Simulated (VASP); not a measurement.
# BN (l) (Imm2) in VASP: further runs, part 2 of 2

VASP 6.6.1.

## Step 3: Single point, LDA

This run uses another cell than the first one, of 5.67 Å³/atom, 0.993 times its volume.

Input file INCAR:

```
SYSTEM = BN
PREC = Accurate ; ENCUT = 600
EDIFF = 1E-6 ; ISMEAR = 0
SIGMA = 0.02 ; LREAL = .False.
LASPH = .True. ; NELM = 120
ALGO = Normal ; ISIF = 2
LWAVE = .False. ; LCHARG = .False.
GGA = CA ; NBANDS = 16
GGA_COMPAT = .False.
```

Input file KPOINTS:

```
regular mesh
0
Gamma
  10 6 10
  0 0 0
```

Input file POSCAR:

```
BN
1.0
    2.5145732064      0.0000000000      0.0000000000
    0.0000000000      3.5561435320      0.0000000000
    0.0000000000      0.0000000000      2.5358727739
B N
2 2
Direct
    0.0000000000      0.0001529994      0.0000000000
    0.5000000000      0.5001529994      0.5000000000
    0.0000000000      0.2498470006      0.5000000000
    0.5000000000      0.7498470006      0.0000000000
```

Potentials or basis: VASP PAW LDA potentials, release 64 (B, N).

Launch:

```sh
cat potpaw_LDA.64/B/POTCAR potpaw_LDA.64/N/POTCAR > POTCAR
mpirun -np 1 vasp_std > vasp.out
```

OUTCAR:

```text
SYSTEM = BN
   PREC = Accurate
   ENCUT = 600
   EDIFF = 1E-6
   ISMEAR = 0
   LREAL = .False.
   LASPH = .True.
   NELM = 120
   ISIF = 2
   GGA = CA

 ion  position               nearest neighbor table
   1  0.000  0.000  0.000-   4 1.54   4 1.54   3 1.55   3 1.55
   2  0.500  0.500  0.500-   3 1.54   3 1.54   4 1.55   4 1.55
   3  0.000  0.250  0.500-   2 1.54   2 1.54   1 1.55   1 1.55
   4  0.500  0.750  0.000-   1 1.54   1 1.54   2 1.55   2 1.55

  LATTYP: Found a simple orthorhombic cell.
 ALAT       =     2.5145732064
 B/A-ratio  =     1.0084704504
 C/A-ratio  =     1.4142135623

  Lattice vectors:

 A1 = (  -2.5145732064,   0.0000000000,   0.0000000000)
 A2 = (   0.0000000000,   0.0000000000,   2.5358727739)
 A3 = (   0.0000000000,   3.5561435320,   0.0000000000)

Analysis of symmetry for initial positions (statically):
=====================================================================
 Subroutine PRICEL returns following result:

  LATTYP: Found a body centered orthorhombic cell.
 ALAT       =     2.5145732064
 B/A-ratio  =     1.0084704504
 C/A-ratio  =     1.4142135623

  Lattice vectors:

 A1 = (   1.2572866032,   1.7780717660,   1.2679363869)
 A2 = (  -1.2572866032,   1.7780717660,  -1.2679363869)
 A3 = (  -1.2572866032,  -1.7780717660,   1.2679363870)

   2 primitive cells build up your supercell.

 Routine SETGRP: Setting up the symmetry group for a
 simple orthorhombic supercell.

 Subroutine GETGRP returns: Found  4 space group operations
 (whereof  4 operations were pure point group operations)
 out of a pool of  8 trial point group operations.

The static configuration has the point symmetry C_2v.

Analysis of symmetry for dynamics (positions and initial velocities):
=====================================================================
 Subroutine PRICEL returns following result:

  LATTYP: Found a body centered orthorhombic cell.
 ALAT       =     2.5145732064
 B/A-ratio  =     1.0084704504
 C/A-ratio  =     1.4142135623
[... 131 lines left out ...]
   ISMEAR =     0;   SIGMA  =   0.02  broadening in eV -4-tet -1-fermi 0-gaus
   EFERMI_NEDOS =   21; number of points for ismear=-14 and -15
   IALGO  =     38    algorithm
   IMIX   =      4    mixing-type and parameters
     AMIX     =   0.40;   BMIX     =  1.00
     AMIX_MAG =   1.60;   BMIX_MAG =  1.00
  volume/ion in A,a.u.               =       5.67        38.26
  Fermi-wavevector in a.u.,A,eV,Ry     =   1.457442  2.754165 28.900623  2.124136
  Thomas-Fermi vector in A             =   2.574243
   LORBIT       =      0    0 simple, 1 ext, 2 COOP (PROOUT), +10 PAW based schemes
   GGA     = CA    functional components
   LHFCALC =     F    Hartree Fock is set to
   AEXX    =    0.0000 exact exchange contribution
   IVDW    =     0    specifies the selected vdW correction
   LEPSILON=     F    determine dielectric tensor
   LRPA    =     F    only Hartree local field effects (RPA)
 non-spin polarized calculation
 Gauss-broadening in eV      SIGMA  =   0.02
  energy-cutoff  :      600.00
  volume of cell :       22.68
 maximum number of plane-waves:       776
   NGX = 11   NGY = 15   NGZ = 11

 number of electron      15.9999995 magnetization

 Free energy of the ion-electron system (eV)
  ---------------------------------------------------
  ext. energy  EPLUGINS =         0.00000000
  ---------------------------------------------------
  free energy    TOTEN  =       -38.82328797 eV

  energy without entropy =      -38.82328797  energy(sigma->0) =      -38.82328797

 E-fermi :   8.1168     XC(G=0): -13.3020

 val. band max:        7.9358168391   @ k =   0.0000   0.0000   0.0000
 cond. band min:      12.2424283944   @ k =   0.0000   0.0000   0.0000
 fundamental gap:      4.3066115553
 Fermi energy:         8.1168437801

 k-point     1 :       0.0000    0.0000    0.0000
  band No.  band energies     occupation
      1     -12.6312      2.00000
      2      -6.6860      2.00000
      3      -1.2042      2.00000
      4       2.6510      2.00000
      5       2.8238      2.00000
      6       7.8669      2.00000
[... 433 lines left out ...]
      3      -3.1708      2.00000
      4      -3.1708      2.00000
      5       5.8118      2.00000
      6       5.8118      2.00000
[... 8 lines left out ...]
     15      23.3422      0.00000
     16      23.3422      0.00000

 [... further k-points ...]
[... 5 lines left out ...]
  --------------------------------------------------------------------------------------
  -------------------------------------------------------------------------------------
  Total        1.2736547      1.0652594      0.1072542      0.0000000      0.0000000      0.0000000
  in kB       89.9893828     75.2653250      7.5779895      0.0000000      0.0000000      0.0000000
  external PRESSURE =      57.6108991 kB  Pullay stress =       0.0000000 kB

 VOLUME and BASIS-vectors are now :
 -----------------------------------------------------------------------------
  energy-cutoff  :      600.00
  volume of cell :       22.68
      direct lattice vectors                 reciprocal lattice vectors
     2.514573206  0.000000000  0.000000000     0.397681800  0.000000000  0.000000000
     0.000000000  3.556143532  0.000000000     0.000000000  0.281203498  0.000000000
     0.000000000  0.000000000  2.535872774     0.000000000  0.000000000  0.394341550

 POSITION                                       TOTAL-FORCE (eV/Angst)
 -----------------------------------------------------------------------------------
      0.00000      0.00054      0.00000        -0.000000      0.001614      0.000000
      1.25729      1.77862      1.26794         0.000000      0.001614      0.000000
      0.00000      0.88849      1.26794         0.000000     -0.001614     -0.000000
      1.25729      2.66656      0.00000         0.000000     -0.001614     -0.000000
 -----------------------------------------------------------------------------------
    total drift:                                0.000000     -0.000172     -0.000000

  FREE ENERGIE OF THE ION-ELECTRON SYSTEM (eV)
  ---------------------------------------------------
  free  energy   TOTEN  =       -38.8232879735 eV

  energy  without entropy=      -38.8232879735  energy(sigma->0) =      -38.82328797
```

Wall time 68 s (1 thread of Intel Xeon 8259CL, shared host); peak memory 0.16 GiB.

Results:

| Item | Value |
| --- | --- |
| Free energy | -38.8233 eV |
| Pressure | 5.8 GPa |
| Band gap on the k mesh | 4.31 eV |

Stress tensor (GPa, compression positive):
```
9.00 0.00 0.00
0.00 7.53 0.00
0.00 0.00 0.76
```

A k mesh can miss the band edges.
